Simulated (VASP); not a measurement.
# Pt (P-1) in VASP: a series of runs

Runs on Pt. Level: PBE. Tasks: single point.

Program: VASP 6.6.1. These are calculated values, not measurements. Logs are shortened: lines on timing, memory, paths and dates and some standing lists are left out, and cuts for length are marked.

## (1) The cell of the first run

The typed cell holds 1 atom: a = 2.796 Å, b = 2.794 Å, c = 2.799 Å, α = 59.40°, β = 59.96°, γ = 59.35°.

## (2) Single point, PBE

File INCAR:

```
PREC = Accurate
ENCUT = 520
EDIFF = 1E-7
ISMEAR = -1
SIGMA = 0.1
LREAL = False
LASPH = True
NELM = 80
ALGO = Normal
ISIF = 2
LWAVE = False
LCHARG = True
GGA = PE
LELF = True
LVHAR = True
NBANDS = 11
```

File KPOINTS:

```
regular mesh
0
Gamma
  9 9 8
```

File POSCAR:

```
Pt
1.0
    0.0103600000      1.9690400000      1.9855000000
    1.9753100000      0.0201100000      1.9757500000
    1.9873100000      1.9712900000      0.0081100000
Pt
1
Direct
    0.0000000000      0.0000000000      0.0000000000
```

Potentials or basis: VASP PAW PBE potentials, release 64 (Pt).

On the command line:

```console
$ cat potpaw_PBE.64/Pt/POTCAR > POTCAR
$ mpirun -np 1 vasp_std > vasp.out
```

OUTCAR:

```text
PREC = Accurate
   ENCUT = 520
   EDIFF = 1E-7
   ISMEAR = -1
   LREAL = False
   LASPH = True
   NELM = 80
   ISIF = 2
   GGA = PE

 ion  position               nearest neighbor table
   1  0.000  0.000  0.000-

  LATTYP: Found a triclinic cell.
 ALAT       =     4.8097756905
 B/A-ratio  =     0.5808781721
 C/A-ratio  =     0.5813455204
 COS(alpha) =     0.0002168349
 COS(beta)  =     0.2915200741
 COS(gamma) =     0.8654906290

  Lattice vectors:

 A1 = (   1.9633100000,  -1.9310700000,   3.9433900000)
 A2 = (   1.9753100000,   0.0201100000,   1.9757500000)
 A3 = (  -1.9769500000,  -0.0022500000,   1.9773900000)

Analysis of symmetry for initial positions (statically):
=====================================================================
 Subroutine PRICEL returns:
 Original cell was already a primitive cell.

 Routine SETGRP: Setting up the symmetry group for a
 triclinic supercell.

 Subroutine GETGRP returns: Found  2 space group operations
 (whereof  2 operations were pure point group operations)
 out of a pool of  2 trial point group operations.

The static configuration has the point symmetry S_2 .

Analysis of symmetry for dynamics (positions and initial velocities):
=====================================================================
 Subroutine PRICEL returns:
 Original cell was already a primitive cell.

 Routine SETGRP: Setting up the symmetry group for a
 triclinic supercell.

 Subroutine GETGRP returns: Found  2 space group operations
 (whereof  2 operations were pure point group operations)
 out of a pool of  2 trial point group operations.

The dynamic configuration has the point symmetry S_2 .

 Subroutine INISYM returns: Found  2 space group operations
 (whereof  2 operations are pure point group operations),
 and found     1 'primitive' translations

----------------------------------------------------------------------------------------

                                     Primitive cell

  volume of cell :      15.3114

  direct lattice vectors                    reciprocal lattice vectors
     0.010360000  1.969040000  1.985500000    -0.254360231  0.255391804  0.251704101
     1.975310000  0.020110000  1.975750000     0.254583219 -0.257698060  0.254233345
     1.987310000  1.971290000  0.008110000     0.251472792  0.254810621 -0.254010357

  length of vectors
     2.796325464  2.793893711  2.799187574     0.439635139  0.442555645  0.438962731

  position of ions in fractional coordinates (direct lattice)
     0.000000000  0.000000000  0.000000000

  ion indices of the primitive-cell ions
   primitive index   ion index
                 1           1

----------------------------------------------------------------------------------------

 KPOINTS: regular mesh

Automatic generation of k-mesh.
 Grid dimensions read from file:
 generate k-points for:    9    9    8

 Generating k-lattice:

  Cartesian coordinates                     Fractional coordinates (reciprocal lattice)
    -0.028262248  0.028376867  0.027967122     0.111111111  0.000000000 -0.000000000
     0.028287024 -0.028633118  0.028248149     0.000000000  0.111111111  0.000000000
     0.031434099  0.031851328 -0.031751295    -0.000000000  0.000000000  0.125000000

  Length of vectors
     0.048848349  0.049172849  0.054870341

  Shift w.r.t. Gamma in fractional coordinates (k-lattice)
     0.000000000  0.000000000  0.000000000

 Subroutine IBZKPT returns following result:
 ===========================================

 Found    325 irreducible k-points:

 Following reciprocal coordinates:
            Coordinates               Weight
  0.000000  0.000000  0.000000      1.000000
  0.111111  0.000000 -0.000000      2.000000
  0.222222 -0.000000 -0.000000      2.000000
  0.333333  0.000000  0.000000      2.000000
  0.444444 -0.000000 -0.000000      2.000000
 -0.000000  0.111111  0.000000      2.000000
[... 16 lines left out ...]
 -0.111111  0.222222 -0.000000      2.000000
  0.000000  0.333333  0.000000      2.000000
 [... further k-points ...]
   k-points           NKPTS =    325   k-points in BZ     NKDIM =    325   number of bands    NBANDS=     11
   number of dos      NEDOS =    301   number of ions     NIONS =      1
   total plane-waves  NPLWV =  13824
   dimension x,y,z NGX =    24 NGY =   24 NGZ =   24
   dimension x,y,z NGXF=    48 NGYF=   48 NGZF=   48
   ions per type =               1
   NGX,Y,Z   is equivalent  to a cutoff of  14.27, 14.28, 14.25 a.u.
   NGXF,Y,Z  is equivalent  to a cutoff of  28.54, 28.56, 28.51 a.u.
 SYSTEM =  unknown system
   PREC   = accura    normal or accurate (medium, high low for compatibility)
   ISTART =      0    job   : 0-new  1-cont  2-samecut
   ICHARG =      2    charge: 1-file 2-atom 10-const
   ISPIN  =      1    spin polarized calculation?
   LNONCOLLINEAR =      F non collinear calculations
   LSORBIT =      F    spin-orbit coupling
   LASPH  =      T    aspherical Exc in radial PAW
   ENCUT  =  520.0 eV  38.22 Ry    6.18 a.u.   5.20  5.19  5.20*2*pi/ulx,y,z
   NELM   =     80;   NELMIN=  2; NELMDL= -5     # of ELM steps
   EDIFF  = 0.1E-06   stopping-criterion for ELM
   LREAL  =      F    real-space projection
   EDIFFG = 0.1E-05   stopping-criterion for IOM
   NSW    =      0    number of steps for IOM
   IBRION =     -1    ionic relax: 0-MD 1-quasi-New 2-CG
   NFREE  =      0    steps in history (QN), initial steepest desc. (CG)
   ISIF   =      2    stress and relaxation
   ISYM   =      2    0-nonsym 1-usesym 2-fastsym
   POTIM  = 0.5000    time-step for ionic-motion
   TEBEG  =    0.0;   TEEND  =   0.0 temperature during run
   PSTRESS=    0.0 pullay stress
   NELECT =      10.0000    total number of electrons
   NUPDOWN=      -1.0000    fix difference up-down
   EMIN   =  10.00;   EMAX   =-10.00  energy-range for DOS
   EFERMI =   0.00;   METHOD = LEGACY
   ISMEAR =    -1;   SIGMA  =   0.10  broadening in eV -4-tet -1-fermi 0-gaus
   EFERMI_NEDOS =   21; number of points for ismear=-14 and -15
   IALGO  =     38    algorithm
   IMIX   =      4    mixing-type and parameters
     AMIX     =   0.40;   BMIX     =  1.00
     AMIX_MAG =   1.60;   BMIX_MAG =  1.00
  volume/ion in A,a.u.               =      15.31       103.33
  Fermi-wavevector in a.u.,A,eV,Ry     =   1.420375  2.684120 27.449293  2.017466
  Thomas-Fermi vector in A             =   2.541297
   LORBIT       =      0    0 simple, 1 ext, 2 COOP (PROOUT), +10 PAW based schemes
   GGA     = PE    functional components
[... 5 lines left out ...]
 non-spin polarized calculation
  energy-cutoff  :      520.00
  volume of cell :       15.31
 maximum number of plane-waves:       426
 NGX is ok and might be reduce to    24
   NGX = 11   NGY = 11   NGZ = 11

 number of electron      10.0000001 magnetization

 Free energy of the ion-electron system (eV)
  ---------------------------------------------------
  ext. energy  EPLUGINS =         0.00000000
  ---------------------------------------------------
  free energy    TOTEN  =        -6.13476269 eV

  energy without entropy =       -6.08024949  energy(sigma->0) =       -6.10750609

 E-fermi :  10.9596     XC(G=0): -13.4006

 val. band max:       10.9588983574   @ k =  -0.0000   0.4444   0.0000
 cond. band min:      10.9635403727   @ k =   0.4444   0.2222   0.5000
 fundamental gap:      0.0046420153
 Fermi energy:        10.9595674097

 k-point     1 :       0.0000    0.0000    0.0000
  band No.  band energies     occupation
      1       0.9288      2.00000
      2       7.1938      2.00000
      3       7.2384      2.00000
      4       7.3873      2.00000
      5       9.3230      2.00000
      6       9.4353      2.00000
      7      25.6553      0.00000
      8      30.3310      0.00000
      9      30.4505      0.00000
     10      30.8440      0.00000
     11      35.8314      0.00000

 k-point     2 :       0.1111    0.0000   -0.0000
  band No.  band energies     occupation
      1       1.4099      2.00000
      2       7.0729      2.00000
      3       7.3683      2.00000
      4       7.5405      2.00000
      5       9.2391      2.00000
      6       9.3421      2.00000
      7      26.3630      0.00000
      8      28.4805      0.00000
      9      31.0806      0.00000
     10      31.4462      0.00000
     11      37.3019      0.00000

 k-point     3 :       0.2222   -0.0000   -0.0000
  band No.  band energies     occupation
      1       2.6303      2.00000
      2       6.8650      2.00000
      3       7.5638      2.00000
      4       7.7635      2.00000
      5       9.3724      2.00000
      6       9.4359      2.00000
      7      25.1344      0.00000
      8      27.4027      0.00000
      9      32.9355      0.00000
     10      33.2313      0.00000
     11      34.4822      0.00000

 k-point     4 :       0.3333    0.0000    0.0000
  band No.  band energies     occupation
      1       3.6322      2.00000
      2       7.3725      2.00000
      3       7.5736      2.00000
      4       7.7753      2.00000
      5      10.1263      1.99952
      6      10.1867      1.99912
      7      21.2000      0.00000
      8      26.3927      0.00000
      9      32.0330      0.00000
     10      32.3292      0.00000
     11      35.8797      0.00000

 k-point     5 :       0.4444   -0.0000   -0.0000
  band No.  band energies     occupation
      1       3.8088      2.00000
      2       7.1488      2.00000
      3       7.3539      2.00000
      4      10.0014      1.99986
      5      10.8396      1.53682
      6      10.9387      1.10381
      7      17.4579      0.00000
      8      25.3533      0.00000
      9      29.9850      0.00000
     10      30.2691      0.00000
     11      38.6187      0.00000

 k-point     6 :      -0.0000    0.1111    0.0000
  band No.  band energies     occupation
      1       1.4188      2.00000
      2       7.1346      2.00000
      3       7.4247      2.00000
      4       7.4401      2.00000
      5       9.2243      2.00000
      6       9.3239      2.00000
      7      26.3912      0.00000
      8      28.6317      0.00000
      9      31.1334      0.00000
     10      31.1936      0.00000
     11      37.3532      0.00000

 k-point     7 :       0.1111    0.1111    0.0000
  band No.  band energies     occupation
      1       1.5678      2.00000
      2       6.8416      2.00000
      3       7.5515      2.00000
      4       7.6942      2.00000
      5       8.9002      2.00000
      6       9.5770      2.00000
      7      26.6379      0.00000
      8      29.2348      0.00000
      9      30.3433      0.00000
     10      30.7849      0.00000
     11      38.7776      0.00000

 k-point     8 :       0.2222    0.1111    0.0000
  band No.  band energies     occupation
      1       2.5665      2.00000
      2       6.4831      2.00000
      3       7.8083      2.00000
      4       7.9269      2.00000
      5       8.8363      2.00000
      6       9.7903      1.99998
      7      26.6872      0.00000
      8      27.8113      0.00000
      9      30.4579      0.00000
     10      31.7657      0.00000
     11      35.3522      0.00000
[... 141 lines left out ...]
 k-point    19 :       0.4444    0.2222   -0.0000
  band No.  band energies     occupation
      1       4.7895      2.00000
      2       6.0470      2.00000
      3       7.2837      2.00000
      4       8.6212      2.00000
      5      11.0487      0.58155
      6      12.3245      0.00000
      7      20.0912      0.00000
      8      26.3063      0.00000
      9      26.7755      0.00000
     10      29.7920      0.00000
     11      36.9597      0.00000

 k-point    20 :      -0.4444    0.2222   -0.0000
  band No.  band energies     occupation
      1       4.9866      2.00000
      2       6.3610      2.00000
      3       7.6033      2.00000
      4       8.3569      2.00000
      5      10.8545      1.48174
      6      15.3286      0.00000
      7      16.4574      0.00000
      8      24.7966      0.00000
      9      27.7242      0.00000
     10      28.7087      0.00000
     11      38.2047      0.00000

 k-point    21 :      -0.3333    0.2222    0.0000
  band No.  band energies     occupation
      1       5.2219      2.00000
      2       6.5829      2.00000
      3       7.1923      2.00000
      4       8.2688      2.00000
      5       9.9261      1.99994
      6      13.7762      0.00000
      7      19.3071      0.00000
      8      24.0484      0.00000
      9      28.2798      0.00000
     10      30.3306      0.00000
     11      35.3631      0.00000

 k-point    22 :      -0.2222    0.2222    0.0000
  band No.  band energies     occupation
      1       4.8359      2.00000
      2       6.3244      2.00000
      3       7.1604      2.00000
      4       8.3620      2.00000
      5       8.9019      2.00000
      6      12.0719      0.00003
      7      22.6683      0.00000
      8      25.2204      0.00000
      9      28.7485      0.00000
     10      32.4141      0.00000
     11      33.6315      0.00000

 k-point    23 :      -0.1111    0.2222   -0.0000
  band No.  band energies     occupation
      1       3.5111      2.00000
      2       6.6197      2.00000
      3       7.6276      2.00000
      4       7.9226      2.00000
      5       8.9232      2.00000
      6      10.4413      1.98883
      7      24.2498      0.00000
      8      27.5258      0.00000
      9      30.2399      0.00000
     10      32.1005      0.00000
     11      35.5113      0.00000

 k-point    24 :       0.0000    0.3333    0.0000
  band No.  band energies     occupation
      1       3.6755      2.00000
      2       7.4601      2.00000
      3       7.4878      2.00000
      4       7.8085      2.00000
      5      10.1149      1.99957
      6      10.1646      1.99929
      7      21.3815      0.00000
      8      26.3751      0.00000
      9      32.0424      0.00000
     10      32.0930      0.00000
     11      35.9441      0.00000

 [... further k-points ...]
[... 5 lines left out ...]
  --------------------------------------------------------------------------------------
  -------------------------------------------------------------------------------------
  Total        0.4876087      0.5819949      0.4185742     -0.0200158     -0.1442084     -0.0493884
  in kB       51.0231119     60.8996275     43.7993739     -2.0944417    -15.0898874     -5.1679752
  external PRESSURE =      51.9073711 kB  Pullay stress =       0.0000000 kB

 VOLUME and BASIS-vectors are now :
 -----------------------------------------------------------------------------
  energy-cutoff  :      520.00
  volume of cell :       15.31
      direct lattice vectors                 reciprocal lattice vectors
     0.010360000  1.969040000  1.985500000    -0.254360231  0.255391804  0.251704101
     1.975310000  0.020110000  1.975750000     0.254583219 -0.257698060  0.254233345
     1.987310000  1.971290000  0.008110000     0.251472792  0.254810621 -0.254010357

 POSITION                                       TOTAL-FORCE (eV/Angst)
 -----------------------------------------------------------------------------------
      0.00000      0.00000      0.00000         0.000000      0.000000      0.000000
 -----------------------------------------------------------------------------------
    total drift:                               -0.000000      0.000000      0.000000

  FREE ENERGIE OF THE ION-ELECTRON SYSTEM (eV)
  ---------------------------------------------------
  free  energy   TOTEN  =        -6.1347626884 eV

  energy  without entropy=       -6.0802494883  energy(sigma->0) =       -6.10750609
```

It took 17 s on 1 thread of Intel Xeon 6975P-C (Granite Rapids), shared host; peak memory 0.18 GiB.

Results:

| Item | Value |
| --- | --- |
| Free energy | -6.1348 eV |
| Pressure | 5.2 GPa |
| Band gap on the k mesh | zero (band 5 reaches 11.37 eV, above the bottom of band 6 at 9.32 eV) |

Levels at points of the mesh, in eV from the Fermi level:
```tsv
k point	band 1	band 2	band 3	band 4	band 5	band 6	band 7	band 8	band 9	band 10
(0.00, 0.00, 0.00)	-10.03	-3.77	-3.72	-3.57	-1.64	-1.52	14.70	19.37	19.49	19.88
(0.00, 0.00, 0.50)	-7.16	-3.87	-3.64	-0.40	-0.01	0.10	5.73	14.26	18.79	19.08
```

Caveat: spin-orbit coupling is left out, which moves the levels of the heavy elements.

(Part 1 of 2 ends here.)
